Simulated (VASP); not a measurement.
A run of VASP 6.6.1:

File INCAR:

```
SYSTEM = Pt3S
  ALGO = Normal
  EDIFF = 1E-6
  EDIFFG = -0.01
  ENCUT = 600
  GGA = PE
  IBRION = 2
  ISIF = 3
  ISMEAR = 0
  LASPH = .True.
  LCHARG = .False.
  LREAL = .False.
  LWAVE = .False.
  NELM = 100
  NSW = 100
  PREC = Accurate
  SIGMA = 0.1
```

Contents of KPOINTS:

```
k-points
0
Gamma
  12 12 12
  0 0 0
```

The input POSCAR:

```
Pt3S
1.0
    3.9732290875      0.0000000000      0.0000000000
    0.0000000000      3.9732290875      0.0000000000
    0.0000000000      0.0000000000      3.9732290875
Pt S
3 1
Direct
    0.0000000000      0.5000000000      0.5000000000
    0.5000000000      0.0000000000      0.5000000000
    0.5000000000      0.5000000000      0.0000000000
    0.0000000000      0.0000000000      0.0000000000
```

Potentials or basis: VASP PAW PBE potentials, release 64 (Pt, S).

Launch:

```sh
$ cat potpaw_PBE.64/Pt/POTCAR potpaw_PBE.64/S/POTCAR > POTCAR
$ mpirun -np 1 vasp_std > vasp.out
```

Hardware: 1 thread of Intel(R) Xeon(R) 6975P-C (Granite Rapids), with other jobs on the host.

Question: How long does it take, and how much memory?

Answer: Run time: 68 s on 1 thread of Intel(R) Xeon(R) 6975P-C (Granite Rapids), on a shared host, peak memory 0.27 GiB. Counts: scf iterations 27, k points 84, ion steps 3.
